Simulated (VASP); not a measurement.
# Ti (P6_3/mmc) in VASP: notebook

Runs on Ti. Level: PBEsol. Tasks: single point.

Program: VASP 6.6.1. These are calculated values, not measurements. Logs are shortened: lines on timing, memory, paths and dates and some standing lists are left out, and cuts for length are marked.

### 1 The cell of the first run

It takes space group P6_3/mmc (No. 194, hexagonal). The conventional cell has a = 2.900 Å, b = 2.900 Å, c = 4.545 Å, α = 90.00°, β = 90.00°, γ = 120.00°. Ti (site symmetry -6m2) has 12 Ti at 2.82 to 2.90 Å within 3.7 Å.

### 2 Single point, PBEsol (strain along c alone, the other axes held: -1.0 %)

Input file INCAR:

```
SYSTEM = Ti
  PREC = Accurate
  ENCUT = 520
  EDIFF = 1E-6
  ISMEAR = 0
  SIGMA = 0.1
  LREAL = .FALSE.
  LASPH = .TRUE.
  NELM = 60
  ALGO = Fast
  ISIF = 2
  LWAVE = .FALSE.
  LCHARG = .TRUE.
  GGA = PS
  LELF = .TRUE.
  LVHAR = .TRUE.
  NBANDS = 19
```

Input file KPOINTS:

```
Automatic mesh
0
G
  24 24 12
  0 0 0
```

Input file POSCAR:

```
Ti
1.0
    2.9004352004      0.0000000000      0.0000000000
   -1.4502176002      2.5118505656      0.0000000000
    0.0000000000      0.0000000000      4.5450805424
Ti
2
Direct
    0.3333333333      0.6666666667      0.2500000000
    0.6666666667      0.3333333333      0.7500000000
```

Potentials or basis: VASP PAW PBE potentials, release 64 (Ti_sv).

Command:

```bash
cat potpaw_PBE.64/Ti_sv/POTCAR > POTCAR
mpirun -np 1 vasp_std > vasp.out
```

OUTCAR:

```text
SYSTEM = Ti
   PREC = Accurate
   ENCUT = 520
   EDIFF = 1E-6
   ISMEAR = 0
   LREAL = .FALSE.
   LASPH = .TRUE.
   NELM = 60
   ISIF = 2
   GGA = PS

 ion  position               nearest neighbor table
   1  0.333  0.667  0.250-   2 2.82   2 2.82   2 2.82   2 2.82   2 2.82   2 2.82
   2  0.667  0.333  0.750-   1 2.82   1 2.82   1 2.82   1 2.82   1 2.82   1 2.82

  LATTYP: Found a hexagonal cell.
 ALAT       =     2.9004352004
 C/A-ratio  =     1.5670339892

  Lattice vectors:

 A1 = (   2.9004352004,   0.0000000000,   0.0000000000)
 A2 = (  -1.4502176002,   2.5118505656,   0.0000000000)
 A3 = (   0.0000000000,   0.0000000000,   4.5450805424)

Analysis of symmetry for initial positions (statically):
=====================================================================
 Subroutine PRICEL returns:
 Original cell was already a primitive cell.

 Routine SETGRP: Setting up the symmetry group for a
 hexagonal supercell.

 Subroutine GETGRP returns: Found 24 space group operations
 (whereof 12 operations were pure point group operations)
 out of a pool of 24 trial point group operations.

The static configuration has the point symmetry D_3d.
 The point group associated with its full space group is D_6h.

Analysis of symmetry for dynamics (positions and initial velocities):
=====================================================================
 Subroutine PRICEL returns:
 Original cell was already a primitive cell.

 Routine SETGRP: Setting up the symmetry group for a
 hexagonal supercell.

 Subroutine GETGRP returns: Found 24 space group operations
 (whereof 12 operations were pure point group operations)
 out of a pool of 24 trial point group operations.

The dynamic configuration has the point symmetry D_3d.
 The point group associated with its full space group is D_6h.

 Subroutine INISYM returns: Found 24 space group operations
 (whereof 12 operations are pure point group operations),
 and found     1 'primitive' translations

----------------------------------------------------------------------------------------

                                     Primitive cell

  volume of cell :      33.1130

  direct lattice vectors                    reciprocal lattice vectors
     2.900435200  0.000000000  0.000000000     0.344775846  0.199056427  0.000000000
    -1.450217600  2.511850566  0.000000000     0.000000000  0.398112855  0.000000000
     0.000000000  0.000000000  4.545080542     0.000000000  0.000000000  0.220018103

  length of vectors
     2.900435200  2.900435200  4.545080542     0.398112855  0.398112855  0.220018103

  position of ions in fractional coordinates (direct lattice)
     0.333333333  0.666666667  0.250000000
     0.666666667  0.333333333  0.750000000

  ion indices of the primitive-cell ions
   primitive index   ion index
                 1           1
                 2           2

----------------------------------------------------------------------------------------

 KPOINTS: Automatic mesh

Automatic generation of k-mesh.
 Grid dimensions read from file:
 generate k-points for:   24   24   12

 Generating k-lattice:

  Cartesian coordinates                     Fractional coordinates (reciprocal lattice)
     0.014365660  0.008294018  0.000000000     0.041666667  0.000000000  0.000000000
     0.000000000  0.016588036  0.000000000     0.000000000  0.041666667  0.000000000
     0.000000000  0.000000000  0.018334842     0.000000000  0.000000000  0.083333333

  Length of vectors
     0.016588036  0.016588036  0.018334842

  Shift w.r.t. Gamma in fractional coordinates (k-lattice)
     0.000000000  0.000000000  0.000000000

 Subroutine IBZKPT returns following result:
 ===========================================

 Found    427 irreducible k-points:

 Following reciprocal coordinates:
            Coordinates               Weight
  0.000000  0.000000  0.000000      1.000000
  0.041667  0.000000  0.000000      6.000000
  0.083333  0.000000  0.000000      6.000000
  0.125000 -0.000000  0.000000      6.000000
  0.166667  0.000000  0.000000      6.000000
  0.208333 -0.000000  0.000000      6.000000
[... 16 lines left out ...]
  0.416667  0.041667  0.000000     12.000000
  0.458333  0.041667  0.000000     12.000000
 [... further k-points ...]
   k-points           NKPTS =    427   k-points in BZ     NKDIM =    427   number of bands    NBANDS=     19
   number of dos      NEDOS =    301   number of ions     NIONS =      2
   total plane-waves  NPLWV =  20736
   dimension x,y,z NGX =    24 NGY =   24 NGZ =   36
   dimension x,y,z NGXF=    48 NGYF=   48 NGZF=   72
   ions per type =               2
   NGX,Y,Z   is equivalent  to a cutoff of  13.76, 13.76, 13.17 a.u.
   NGXF,Y,Z  is equivalent  to a cutoff of  27.51, 27.51, 26.34 a.u.
 SYSTEM =  Ti
   PREC   = accura    normal or accurate (medium, high low for compatibility)
   ISTART =      0    job   : 0-new  1-cont  2-samecut
   ICHARG =      2    charge: 1-file 2-atom 10-const
   ISPIN  =      1    spin polarized calculation?
   LNONCOLLINEAR =      F non collinear calculations
   LSORBIT =      F    spin-orbit coupling
   LASPH  =      T    aspherical Exc in radial PAW
   ENCUT  =  520.0 eV  38.22 Ry    6.18 a.u.   5.39  5.39  8.45*2*pi/ulx,y,z
   NELM   =     60;   NELMIN=  2; NELMDL= -5     # of ELM steps
   EDIFF  = 0.1E-05   stopping-criterion for ELM
   LREAL  =      F    real-space projection
   EDIFFG = 0.1E-04   stopping-criterion for IOM
   NSW    =      0    number of steps for IOM
   IBRION =     -1    ionic relax: 0-MD 1-quasi-New 2-CG
   NFREE  =      0    steps in history (QN), initial steepest desc. (CG)
   ISIF   =      2    stress and relaxation
   ISYM   =      2    0-nonsym 1-usesym 2-fastsym
   POTIM  = 0.5000    time-step for ionic-motion
   TEBEG  =    0.0;   TEEND  =   0.0 temperature during run
   PSTRESS=    0.0 pullay stress
   NELECT =      24.0000    total number of electrons
   NUPDOWN=      -1.0000    fix difference up-down
   EMIN   =  10.00;   EMAX   =-10.00  energy-range for DOS
   EFERMI =   0.00;   METHOD = LEGACY
   ISMEAR =     0;   SIGMA  =   0.10  broadening in eV -4-tet -1-fermi 0-gaus
   EFERMI_NEDOS =   21; number of points for ismear=-14 and -15
   IALGO  =     68    algorithm
   IMIX   =      4    mixing-type and parameters
     AMIX     =   0.40;   BMIX     =  1.00
     AMIX_MAG =   1.60;   BMIX_MAG =  1.00
  volume/ion in A,a.u.               =      16.56       111.73
  Fermi-wavevector in a.u.,A,eV,Ry     =   1.470548  2.778932 29.422735  2.162510
  Thomas-Fermi vector in A             =   2.585791
   LORBIT       =      0    0 simple, 1 ext, 2 COOP (PROOUT), +10 PAW based schemes
   GGA     = PS    functional components
   LHFCALC =     F    Hartree Fock is set to
   AEXX    =    0.0000 exact exchange contribution
   IVDW    =     0    specifies the selected vdW correction
   LEPSILON=     F    determine dielectric tensor
   LRPA    =     F    only Hartree local field effects (RPA)
 non-spin polarized calculation
 RMM-DIIS sequential band-by-band and
 Gauss-broadening in eV      SIGMA  =   0.10
  energy-cutoff  :      520.00
  volume of cell :       33.11
 maximum number of plane-waves:       917
 NGX is ok and might be reduce to    24
   NGX = 11   NGY = 11   NGZ = 17

 number of electron      23.9999995 magnetization

 Free energy of the ion-electron system (eV)
  ---------------------------------------------------
  ext. energy  EPLUGINS =         0.00000000
  ---------------------------------------------------
  free energy    TOTEN  =       -16.68240353 eV

  energy without entropy =      -16.67311297  energy(sigma->0) =      -16.67775825

 E-fermi :   8.7331     XC(G=0): -11.8661

 val. band max:        8.7306033553   @ k =   0.0417   0.0000   0.3333
 cond. band min:       8.7375494613   @ k =   0.2917   0.2500   0.4167
 fundamental gap:      0.0069461060
 Fermi energy:         8.7331122081

 k-point     1 :       0.0000    0.0000    0.0000
  band No.  band energies     occupation
      1     -47.8325      2.00000
      2     -47.6566      2.00000
      3     -24.5933      2.00000
      4     -23.8370      2.00000
      5     -23.8370      2.00000
      6     -23.7381      2.00000
[... 11 lines left out ...]
     18      10.3678      0.00000
     19      12.0636      0.00000

 k-point     2 :       0.0417    0.0000    0.0000
  band No.  band energies     occupation
      1     -47.8304      2.00000
      2     -47.6558      2.00000
      3     -24.5888      2.00000
      4     -23.8461      2.00000
      5     -23.8401      2.00000
      6     -23.7401      2.00000
[... 11 lines left out ...]
     18      10.3375      0.00000
     19      12.0812      0.00000

 k-point     3 :       0.0833    0.0000    0.0000
  band No.  band energies     occupation
      1     -47.8242      2.00000
      2     -47.6536      2.00000
      3     -24.5753      2.00000
      4     -23.8728      2.00000
      5     -23.8492      2.00000
      6     -23.7499      2.00000
[... 11 lines left out ...]
     18      10.2552      0.00000
     19      12.1281      0.00000

 k-point     4 :       0.1250   -0.0000    0.0000
  band No.  band energies     occupation
      1     -47.8143      2.00000
      2     -47.6502      2.00000
      3     -24.5533      2.00000
      4     -23.9154      2.00000
      5     -23.8634      2.00000
      6     -23.7937      2.00000
[... 407 lines left out ...]
     18      12.4100      0.00000
     19      12.5122      0.00000

 k-point    23 :       0.4167    0.0417    0.0000
  band No.  band energies     occupation
      1     -47.6950      2.00000
      2     -47.6301      2.00000
      3     -24.3587      2.00000
      4     -24.2492      2.00000
      5     -24.2090      2.00000
      6     -24.0020      2.00000
[... 11 lines left out ...]
     18      12.5275      0.00000
     19      12.8567      0.00000

 k-point    24 :       0.4583    0.0417    0.0000
  band No.  band energies     occupation
      1     -47.6883      2.00000
      2     -47.6310      2.00000
      3     -24.3771      2.00000
      4     -24.2280      2.00000
      5     -24.2246      2.00000
      6     -24.0076      2.00000
[... 11 lines left out ...]
     18      12.5349      0.00000
     19      13.3055      0.00000

 [... further k-points ...]

------------------------ aborting loop because EDIFF is reached ----------------------------------------

  FORCE on cell =-STRESS in cart. coord.  units (eV):
  Direction    XX          YY          ZZ          XY          YZ          ZX
  --------------------------------------------------------------------------------------
  -------------------------------------------------------------------------------------
  Total        0.0978726      0.0978726      0.3358964      0.0000000      0.0000000      0.0000000
  in kB        4.7355800      4.7355800     16.2523957      0.0000000      0.0000000      0.0000000
  external PRESSURE =       8.5745186 kB  Pullay stress =       0.0000000 kB

 VOLUME and BASIS-vectors are now :
 -----------------------------------------------------------------------------
  energy-cutoff  :      520.00
  volume of cell :       33.11
      direct lattice vectors                 reciprocal lattice vectors
     2.900435200  0.000000000  0.000000000     0.344775846  0.199056427  0.000000000
    -1.450217600  2.511850566  0.000000000     0.000000000  0.398112855  0.000000000
     0.000000000  0.000000000  4.545080542     0.000000000  0.000000000  0.220018103

 POSITION                                       TOTAL-FORCE (eV/Angst)
 -----------------------------------------------------------------------------------
     -0.00000      1.67457      1.13627        -0.000000      0.000000      0.000000
      1.45022      0.83728      3.40881         0.000000     -0.000000      0.000000
 -----------------------------------------------------------------------------------
    total drift:                               -0.000000      0.000000     -0.000000

  FREE ENERGIE OF THE ION-ELECTRON SYSTEM (eV)
  ---------------------------------------------------
  free  energy   TOTEN  =       -16.6824035276 eV

  energy  without entropy=      -16.6731129729  energy(sigma->0) =      -16.67775825
```

Wall time 17 min (1 thread of Intel Xeon 8259CL, shared host); peak memory 0.33 GiB.

What came out:

```yaml
Free_energy: -16.6824 eV
Pressure: 0.9 GPa
Band_gap_on_the_k_mesh: zero (bands 12 and 13 overlap by 1.17 eV)
```

Levels at points of the mesh, in eV from the Fermi level:
```csv
k point,band 8,band 9,band 10,band 11,band 12,band 13,band 14,band 15,band 16,band 17
"(0.00, 0.00, 0.00)",-32.45,-6.33,-2.82,0.77,0.77,0.99,1.01,1.33,1.33,1.63
"(0.50, 0.00, 0.00)",-32.52,-2.43,-2.32,-1.98,-0.62,0.41,0.70,1.28,3.51,3.78
"(0.00, 0.00, 0.50)",-32.51,-4.38,-4.38,0.12,0.12,0.65,0.65,0.65,0.65,2.96
"(0.50, 0.00, 0.50)",-32.63,-2.69,-2.69,-0.86,-0.86,1.45,1.45,1.77,1.77,3.67
```

Caveat: the cell differs from its parent crystal (strain along c alone, the other axes held: -1.0 %); the PAW data sets were made with another functional, which shifts forces and pressure a little.

### 3 Single point, PBEsol

This run uses another cell than the first one, of 16.72 Å³/atom.

Input file INCAR:

```
ALGO = Fast ; EDIFF = 1E-6
ENCUT = 520 ; GGA = PS
ISIF = 2 ; ISMEAR = 0
LASPH = True ; LCHARG = True
LELF = True ; LREAL = False
LVHAR = True ; LWAVE = False
NBANDS = 19 ; NELM = 100
PREC = Accurate ; SIGMA = 0.1
```

Input file KPOINTS:

```
k-points
0
Gamma
  24 24 12
```

Edit POSCAR of step 2 so:

```diff
@@ -4,3 +4,3 @@
    -1.4502176002      2.5118505656      0.0000000000
-    0.0000000000      0.0000000000      4.5450805424
+    0.0000000000      0.0000000000      4.5909904469
 Ti
```

Potentials or basis: VASP PAW PBE potentials, release 64 (Ti_sv).

Command:

```bash
cat potpaw_PBE.64/Ti_sv/POTCAR > POTCAR
mpirun -np 1 vasp_std > vasp.out
```

Wall time 17 min (1 thread of Intel Xeon 8259CL, shared host); peak memory 0.34 GiB.

Results (log left out):

```
Free energy            : -16.6840 eV
Pressure               : -0.4 GPa
Band gap on the k mesh : zero (bands 12 and 13 overlap by 1.15 eV)
```

Levels at points of the mesh, in eV from the Fermi level:
| k point | band 9 | band 10 | band 11 | band 12 | band 13 | band 14 | band 15 | band 16 |
| --- | --- | --- | --- | --- | --- | --- | --- | --- |
| (0.00, 0.00, 0.00) | -6.31 | -2.80 | 0.78 | 0.78 | 0.89 | 0.92 | 1.31 | 1.31 |
| (0.50, 0.00, 0.00) | -2.41 | -2.28 | -1.96 | -0.59 | 0.46 | 0.65 | 1.23 | 3.51 |
| (0.00, 0.00, 0.50) | -4.39 | -4.39 | 0.08 | 0.08 | 0.68 | 0.68 | 0.68 | 0.68 |
| (0.50, 0.00, 0.50) | -2.66 | -2.66 | -0.87 | -0.87 | 1.43 | 1.43 | 1.79 | 1.79 |

Caveat: the PAW data sets were made with another functional, which shifts forces and pressure a little.

### 4 Single point, PBEsol (strain along c alone, the other axes held: +1.0 %)

Input file INCAR:

```
SYSTEM = Ti
  PREC = Accurate
  ENCUT = 520
  EDIFF = 1E-7
  ISMEAR = 0
  SIGMA = 0.1
  LREAL = .FALSE.
  LASPH = .TRUE.
  NELM = 80
  ALGO = Fast
  ISIF = 2
  LWAVE = .FALSE.
  LCHARG = .TRUE.
  GGA = PS
  LELF = .TRUE.
  LVHAR = .TRUE.
  NBANDS = 19
```

Input file KPOINTS:

```
Automatic mesh
0
G
  24 24 12
  0 0 0
```

Edit POSCAR of step 3 so:

```diff
@@ -4,3 +4,3 @@
    -1.4502176002      2.5118505656      0.0000000000
-    0.0000000000      0.0000000000      4.5909904469
+    0.0000000000      0.0000000000      4.6369003514
 Ti
```

Command:

```bash
cat potpaw_PBE.64/Ti_sv/POTCAR > POTCAR
mpirun -np 1 vasp_std > vasp.out
```

Run time: 25 min. Hardware: 1 thread of Intel Xeon 8259CL, shared host; peak memory 0.34 GiB.

The run converged. Its results:

| Quantity | Value |
| --- | --- |
| Free energy | -16.6813 eV |
| Pressure | -1.5 GPa |
| Band gap on the k mesh | zero (bands 12 and 13 overlap by 1.16 eV) |

Stress tensor (GPa, compression positive):
```
-1.12  0.00  0.00
 0.00 -1.12  0.00
 0.00  0.00 -2.36
```

Levels at points of the mesh, in eV from the Fermi level:
| k point | band 10 | band 11 | band 12 | band 13 | band 14 | band 15 |
| --- | --- | --- | --- | --- | --- | --- |
| (0.00, 0.00, 0.00) | -2.77 | 0.77 | 0.80 | 0.80 | 0.85 | 1.30 |
| (0.50, 0.00, 0.00) | -2.24 | -1.94 | -0.56 | 0.52 | 0.61 | 1.18 |
| (0.00, 0.00, 0.50) | -4.41 | 0.04 | 0.04 | 0.71 | 0.71 | 0.71 |
| (0.50, 0.00, 0.50) | -2.63 | -0.87 | -0.87 | 1.41 | 1.41 | 1.80 |

Caveat: the cell differs from its parent crystal (strain along c alone, the other axes held: +1.0 %); the PAW data sets were made with another functional, which shifts forces and pressure a little.

### 5 Single point, PBEsol (strain along c alone, the other axes held: +2.0 %)

Input file INCAR:

```
SYSTEM = Ti
ALGO = Fast
EDIFF = 1E-6
ENCUT = 520
GGA = PS
ISIF = 2
ISMEAR = 0
LASPH = .TRUE.
LCHARG = .FALSE.
LREAL = .FALSE.
LWAVE = .FALSE.
NBANDS = 19
NELM = 80
PREC = Accurate
SIGMA = 0.1
```

Input file KPOINTS:

```
k-points
0
G
  24 24 12
  0 0 0
```

Edit POSCAR of step 4 so:

```diff
@@ -4,3 +4,3 @@
    -1.4502176002      2.5118505656      0.0000000000
-    0.0000000000      0.0000000000      4.6369003514
+    0.0000000000      0.0000000000      4.6828102558
 Ti
```

Command:

```bash
cat potpaw_PBE.64/Ti_sv/POTCAR > POTCAR
mpirun -np 1 vasp_std > vasp.out
```

Wall time 17 min (1 thread of Intel Xeon 8259CL, shared host); peak memory 0.34 GiB.

It converged, with:

| Property | Result |
| --- | --- |
| Free energy | -16.6748 eV |
| Pressure | -2.7 GPa |
| Band gap on the k mesh | zero (bands 12 and 13 overlap by 1.15 eV) |

Stress tensor (GPa, compression positive):
```
-1.88  0.00  0.00
 0.00 -1.88  0.00
 0.00  0.00 -4.18
```

Levels at points of the mesh, in eV from the Fermi level:
```tsv
k point	band 10	band 11	band 12	band 13	band 14	band 15
(0.00, 0.00, 0.00)	-2.75	0.65	0.78	0.81	0.81	1.29
(0.50, 0.00, 0.00)	-2.21	-1.92	-0.53	0.56	0.57	1.13
(0.00, 0.00, 0.50)	-4.42	0.01	0.01	0.74	0.74	0.74
(0.50, 0.00, 0.50)	-2.60	-0.88	-0.88	1.40	1.40	1.81
```

Caveat: the cell differs from its parent crystal (strain along c alone, the other axes held: +2.0 %); the PAW data sets were made with another functional, which shifts forces and pressure a little.

### 6 The runs side by side

```csv
cell,further INCAR settings,gap on the mesh (eV),pressure (GPa)
"a = 2.900, b = 2.900, c = 4.545 Å, angles 90.0, 90.0, 120.0°, 2 atoms",ALGO = Fast; EDIFF = 1e-06; NBANDS = 19,none,0.9
"a = 2.900, b = 2.900, c = 4.591 Å, angles 90.0, 90.0, 120.0°, 2 atoms",ALGO = Fast; EDIFF = 1e-06; NBANDS = 19,none,-0.4
"a = 2.900, b = 2.900, c = 4.637 Å, angles 90.0, 90.0, 120.0°, 2 atoms",ALGO = Fast; EDIFF = 1e-07; NBANDS = 19,none,-1.5
"a = 2.900, b = 2.900, c = 4.683 Å, angles 90.0, 90.0, 120.0°, 2 atoms",ALGO = Fast; EDIFF = 1e-06; NBANDS = 19,none,-2.7
```

Alike in all rows: task single point; level PBEsol; potentials or basis VASP PAW PBE potentials, release 64 (Ti_sv); no spin polarisation; k mesh 24 × 24 × 12; cutoff (eV) 520; smearing gaussian 0.1 eV.

Caveats: the PAW data sets were made with another functional, which shifts forces and pressure a little.

Absolute energies hang on the potentials; compare differences alone.
